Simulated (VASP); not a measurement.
Runs of VASP 6.6.1 on ZnSe (Stilleite). The structure is that of space group F-43m (No. 216), or close to it. The cells are those of the table. 

```tsv
cell	k mesh	cutoff (eV)	gap on the mesh (eV)	pressure (GPa)
a = 3.928 Å, angles 60.0°, 2 atoms	8 × 8 × 8	500	1.54	7.0
a = 4.053 Å, angles 60.0°, 2 atoms	6 × 6 × 6	500	(d)	0.3
a = 4.053 Å, angles 60.0°, 2 atoms	8 × 8 × 8	520	1.16	0.2
a = 3.970 Å, angles 60.0°, 2 atoms	8 × 8 × 8	500	(b)	(c)
a = 4.093 Å, angles 60.0°, 2 atoms	8 × 8 × 8	500	1.04	-1.4
a = 4.008 Å, angles 60.0°, 2 atoms	8 × 8 × 8	500	1.29	2.3
a = 4.133 Å, angles 60.0°, 2 atoms	8 × 8 × 8	500	0.93	-2.7
a = 3.884 Å, angles 60.0°, 2 atoms	8 × 8 × 8	500	1.68	(a)
```

Alike in all rows: task single point; level PBE; potentials or basis VASP PAW PBE potentials, release 64 (Zn, Se); no spin polarisation; smearing gaussian 0.02 eV.

Problem. Estimate the missing entries.

Solution. (a) 10.1; (b) 1.40; (c) 4.3; (d) 1.15.

A k mesh can miss the band edges, and the runs leave out spin-orbit coupling on Se.
